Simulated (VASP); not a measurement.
## Si2Ni (fluorite type): single point with PBEsol

The system is Si2Ni (fluorite type).

```xyz
3
Lattice="0.0000 2.2979 2.2979 2.2979 0.0000 2.2979 2.2979 2.2979 0.0000" Properties=species:S:1:pos:R:3 pbc="T T T"
Ni    0.0000    0.0000    0.0000
Si    1.1489    1.1489    1.1489
Si    3.4468    3.4468    3.4468
```

This cell differs from its parent crystal: volume scaled by 0.62.

- Program: VASP 6.6.1
- Task: single point
- Functional: PBEsol
- Potentials or basis: VASP PAW PBE potentials, release 64 (Ni, Si)
- Cutoff: 520 eV
- k mesh: 11 × 11 × 11
- Occupations: fermi-dirac, width 0.05 eV
- Spin: no spin polarisation

```
Pressure               : 223.7 GPa
Band gap on the k mesh : zero (band 9 reaches 20.47 eV, above the bottom of band 10 at 19.36 eV)
```

Levels at points of the mesh, in eV from the Fermi level:
```tsv
k point	band 6	band 7	band 8	band 9	band 10	band 11	band 12	band 13
(0.00, 0.00, 0.00)	-7.57	0.57	0.57	0.57	2.30	2.30	2.30	4.53
```

Run time: 17 s on 1 thread of Intel Xeon 8259CL (shared host), peak memory 0.15 GiB.

Caveat: the PAW data sets were made with another functional, which shifts forces and pressure a little. Spin polarisation is off, so any magnetic state and its effect on volume and gap are missing.
